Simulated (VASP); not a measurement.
# Pd (Fm-3m) in VASP: notebook

Runs on Pd. Level: PBE. Tasks: single point.

Program: VASP 6.6.1. These are calculated values, not measurements. Logs are shortened: lines on timing, memory, paths and dates and some standing lists are left out, and cuts for length are marked.

### 1 The cell of the first run

It takes space group Fm-3m (No. 225, cubic). Conventional cell: a = 3.958 Å, b = 3.958 Å, c = 3.958 Å, α = 90.00°, β = 90.00°, γ = 90.00°. Within 3.7 Å of Pd (site symmetry m-3m) lie 12 Pd at 2.80 Å.

### 2 Single point, PBE

INCAR

```
SYSTEM = Pd
PREC = Accurate
ENCUT = 520
EDIFF = 1E-7
ISMEAR = -1
SIGMA = 0.1
LREAL = .False.
LASPH = .True.
NELM = 100
ALGO = Normal
ISIF = 2
LWAVE = .False.
LCHARG = .False.
GGA = PE
NBANDS = 11
```

KPOINTS

```
regular mesh
0
Gamma
  12 12 12
  0 0 0
```

POSCAR

```
Pd
1.0
    0.0000000000      1.9790000000      1.9790000000
    1.9790000000      0.0000000000      1.9790000000
    1.9790000000      1.9790000000      0.0000000000
Pd
1
Direct
    0.0000000000      0.0000000000      0.0000000000
```

Potentials or basis: VASP PAW PBE potentials, release 64 (Pd).

The run is started by

```console
$ cat potpaw_PBE.64/Pd/POTCAR > POTCAR
$ mpirun -np 1 vasp_std > vasp.out
```

OUTCAR:

```text
SYSTEM = Pd
   PREC = Accurate
   ENCUT = 520
   EDIFF = 1E-7
   ISMEAR = -1
   LREAL = .False.
   LASPH = .True.
   NELM = 100
   ISIF = 2
   GGA = PE

 ion  position               nearest neighbor table
   1  0.000  0.000  0.000-

  LATTYP: Found a face centered cubic cell.
 ALAT       =     3.9580000000

  Lattice vectors:

 A1 = (   0.0000000000,   1.9790000000,   1.9790000000)
 A2 = (   1.9790000000,   0.0000000000,   1.9790000000)
 A3 = (   1.9790000000,   1.9790000000,   0.0000000000)

Analysis of symmetry for initial positions (statically):
=====================================================================
 Subroutine PRICEL returns:
 Original cell was already a primitive cell.

 Routine SETGRP: Setting up the symmetry group for a
 face centered cubic supercell.

 Subroutine GETGRP returns: Found 48 space group operations
 (whereof 48 operations were pure point group operations)
 out of a pool of 48 trial point group operations.

The static configuration has the point symmetry O_h .

Analysis of symmetry for dynamics (positions and initial velocities):
=====================================================================
 Subroutine PRICEL returns:
 Original cell was already a primitive cell.

 Routine SETGRP: Setting up the symmetry group for a
 face centered cubic supercell.

 Subroutine GETGRP returns: Found 48 space group operations
 (whereof 48 operations were pure point group operations)
 out of a pool of 48 trial point group operations.

The dynamic configuration has the point symmetry O_h .

 Subroutine INISYM returns: Found 48 space group operations
 (whereof 48 operations are pure point group operations),
 and found     1 'primitive' translations

----------------------------------------------------------------------------------------

                                     Primitive cell

  volume of cell :      15.5013

  direct lattice vectors                    reciprocal lattice vectors
     0.000000000  1.979000000  1.979000000    -0.252652855  0.252652855  0.252652855
     1.979000000  0.000000000  1.979000000     0.252652855 -0.252652855  0.252652855
     1.979000000  1.979000000  0.000000000     0.252652855  0.252652855 -0.252652855

  length of vectors
     2.798728640  2.798728640  2.798728640     0.437607581  0.437607581  0.437607581

  position of ions in fractional coordinates (direct lattice)
[... 81 lines left out ...]
   IBRION =     -1    ionic relax: 0-MD 1-quasi-New 2-CG
   NFREE  =      0    steps in history (QN), initial steepest desc. (CG)
   ISIF   =      2    stress and relaxation
   ISYM   =      2    0-nonsym 1-usesym 2-fastsym
   POTIM  = 0.5000    time-step for ionic-motion
   TEBEG  =    0.0;   TEEND  =   0.0 temperature during run
   PSTRESS=    0.0 pullay stress
   NELECT =      10.0000    total number of electrons
   NUPDOWN=      -1.0000    fix difference up-down
   EMIN   =  10.00;   EMAX   =-10.00  energy-range for DOS
   EFERMI =   0.00;   METHOD = LEGACY
   ISMEAR =    -1;   SIGMA  =   0.10  broadening in eV -4-tet -1-fermi 0-gaus
   EFERMI_NEDOS =   21; number of points for ismear=-14 and -15
   IALGO  =     38    algorithm
   IMIX   =      4    mixing-type and parameters
     AMIX     =   0.40;   BMIX     =  1.00
     AMIX_MAG =   1.60;   BMIX_MAG =  1.00
  volume/ion in A,a.u.               =      15.50       104.61
  Fermi-wavevector in a.u.,A,eV,Ry     =   1.414552  2.673116 27.224693  2.000958
  Thomas-Fermi vector in A             =   2.536083
   LORBIT       =      0    0 simple, 1 ext, 2 COOP (PROOUT), +10 PAW based schemes
   GGA     = PE    functional components
   LHFCALC =     F    Hartree Fock is set to
   AEXX    =    0.0000 exact exchange contribution
   IVDW    =     0    specifies the selected vdW correction
   LEPSILON=     F    determine dielectric tensor
   LRPA    =     F    only Hartree local field effects (RPA)
 non-spin polarized calculation
  energy-cutoff  :      520.00
  volume of cell :       15.50
 maximum number of plane-waves:       444
 NGX is ok and might be reduce to    24
   NGX = 11   NGY = 11   NGZ = 11

 number of electron      10.0000001 magnetization

 Free energy of the ion-electron system (eV)
  ---------------------------------------------------
  ext. energy  EPLUGINS =         0.00000000
  ---------------------------------------------------
  free energy    TOTEN  =        -5.25651526 eV

  energy without entropy =       -5.19011796  energy(sigma->0) =       -5.22331661

 E-fermi :   8.9696     XC(G=0): -12.8783

 val. band max:        8.9684634481   @ k =   0.5000   0.1667   0.0000
 cond. band min:       9.0110205133   @ k =   0.5000   0.2500   0.0000
 fundamental gap:      0.0425570652
 Fermi energy:         8.9696261009

 k-point     1 :       0.0000    0.0000    0.0000
  band No.  band energies     occupation
      1       2.2052      2.00000
      2       6.3401      2.00000
      3       6.3401      2.00000
      4       6.3401      2.00000
      5       7.8217      1.99998
      6       7.8217      1.99998
      7      26.1251      0.00000
      8      30.6178      0.00000
      9      30.6178      0.00000
     10      30.6178      0.00000
     11      35.2742      0.00000
[... 309 lines left out ...]
 k-point    24 :      -0.4167    0.1667    0.0000
  band No.  band energies     occupation
      1       4.6184      2.00000
      2       5.9091      2.00000
      3       6.7961      2.00000
      4       7.1982      2.00000
      5       8.7237      1.84247
      6      12.4899      0.00000
      7      16.1988      0.00000
      8      24.4417      0.00000
      9      27.5030      0.00000
     10      28.3132      0.00000
     11      35.4567      0.00000

 [... further k-points ...]

------------------------ aborting loop because EDIFF is reached ----------------------------------------

  FORCE on cell =-STRESS in cart. coord.  units (eV):
  Direction    XX          YY          ZZ          XY          YZ          ZX
  --------------------------------------------------------------------------------------
  -------------------------------------------------------------------------------------
  Total       -0.1882666     -0.1882666     -0.1882666      0.0000000     -0.0000000      0.0000000
  in kB      -19.4588183    -19.4588183    -19.4588183      0.0000000     -0.0000000      0.0000000
  external PRESSURE =     -19.4588183 kB  Pullay stress =       0.0000000 kB

 VOLUME and BASIS-vectors are now :
 -----------------------------------------------------------------------------
  energy-cutoff  :      520.00
  volume of cell :       15.50
      direct lattice vectors                 reciprocal lattice vectors
     0.000000000  1.979000000  1.979000000    -0.252652855  0.252652855  0.252652855
     1.979000000  0.000000000  1.979000000     0.252652855 -0.252652855  0.252652855
     1.979000000  1.979000000  0.000000000     0.252652855  0.252652855 -0.252652855

 POSITION                                       TOTAL-FORCE (eV/Angst)
 -----------------------------------------------------------------------------------
      0.00000      0.00000      0.00000         0.000000      0.000000      0.000000
 -----------------------------------------------------------------------------------
    total drift:                               -0.000000      0.000000      0.000000

  FREE ENERGIE OF THE ION-ELECTRON SYSTEM (eV)
  ---------------------------------------------------
  free  energy   TOTEN  =        -5.2565152564 eV

  energy  without entropy=       -5.1901179569  energy(sigma->0) =       -5.22331661
```

OSZICAR:

```text
N       E                     dE             d eps       ncg     rms          rms(c)
DAV:   1     0.427061109970E+02    0.42706E+02   -0.50950E+03  1584   0.849E+02
DAV:   2    -0.494849151498E+01   -0.47655E+02   -0.46009E+02  1814   0.183E+02
DAV:   3    -0.552435955751E+01   -0.57587E+00   -0.57373E+00  1878   0.213E+01
DAV:   4    -0.552706388744E+01   -0.27043E-02   -0.27040E-02  1910   0.153E+00
DAV:   5    -0.552709351160E+01   -0.29624E-04   -0.29623E-04  2062   0.147E-01    0.675E+00
DAV:   6    -0.526731866212E+01    0.25977E+00   -0.11276E+00  1923   0.855E+00    0.330E+00
DAV:   7    -0.525959215271E+01    0.77265E-02   -0.11327E-02  2018   0.766E-01    0.178E+00
DAV:   8    -0.525651867188E+01    0.30735E-02   -0.96167E-04  1919   0.245E-01    0.625E-02
DAV:   9    -0.525651166432E+01    0.70076E-05   -0.61475E-05  2054   0.660E-02    0.200E-02
DAV:  10    -0.525651588638E+01   -0.42221E-05   -0.61644E-06  1919   0.222E-02    0.667E-03
DAV:  11    -0.525651523011E+01    0.65626E-06   -0.14135E-07  1982   0.376E-03    0.570E-04
DAV:  12    -0.525651525643E+01   -0.26313E-07   -0.30010E-09  1266   0.406E-04
   1 F= -.52565153E+01 E0= -.52233166E+01  d E =-.663973E-01
```

stdout:

```text
POSCAR found type information on POSCAR Pd
 POSCAR found :  1 types and       1 ions
 scaLAPACK will be used
 LDA part: xc-table for (Slater+PW92), standard interpolation
 POSCAR, INCAR and KPOINTS ok, starting setup
 FFT: planning ... GRIDC
 FFT: planning ... GRID_SOFT
 FFT: planning ... GRID
 WAVECAR not read
 entering main loop
```

Run time: 22 s. Hardware: 1 thread of AMD EPYC 7R13, shared host; peak memory 0.12 GiB.

What came out:

* Free energy: -5.2565 eV
* Pressure: -1.9 GPa
* Band gap on the k mesh: zero (band 5 reaches 9.22 eV, above the bottom of band 6 at 7.77 eV)

### 3 Single point, PBE

INCAR

```
ALGO = Normal
EDIFF = 1E-6
ENCUT = 520
GGA = PE
ISIF = 2
ISMEAR = -1
LASPH = True
LCHARG = True
LELF = True
LREAL = False
LVHAR = True
LWAVE = False
NBANDS = 11
NELM = 100
PREC = Accurate
SIGMA = 0.1
```

KPOINTS

```
k-points
0
Gamma
  12 12 12
```

POSCAR is that of step 2.

Potentials or basis: VASP PAW PBE potentials, release 64 (Pd).

The run is started by

```console
$ cat potpaw_PBE.64/Pd/POTCAR > POTCAR
$ mpirun -np 1 vasp_std > vasp.out
```

Wall time 23 s (1 thread of AMD EPYC 7R13, shared host); peak memory 0.12 GiB.

Results (log left out):

| Item | Value |
| --- | --- |
| Free energy | -5.2565 eV |
| Pressure | -1.9 GPa |
| Band gap on the k mesh | zero (band 5 reaches 9.22 eV, above the bottom of band 6 at 7.77 eV) |

Levels at points of the mesh, in eV from the Fermi level:
```
           k point  band 2  band 3  band 4  band 5  band 6  band 7  band 8  band 9
(0.00, 0.00, 0.00)   -2.63   -2.63   -2.63   -1.15   -1.15   17.16   21.65   21.65
(0.50, 0.00, 0.00)   -2.67   -2.67   -0.04   -0.04    1.12    6.93   16.50   20.61
(0.50, 0.50, 0.00)   -4.72   -0.07    0.25    0.25    3.35   10.26   12.93   12.93
```
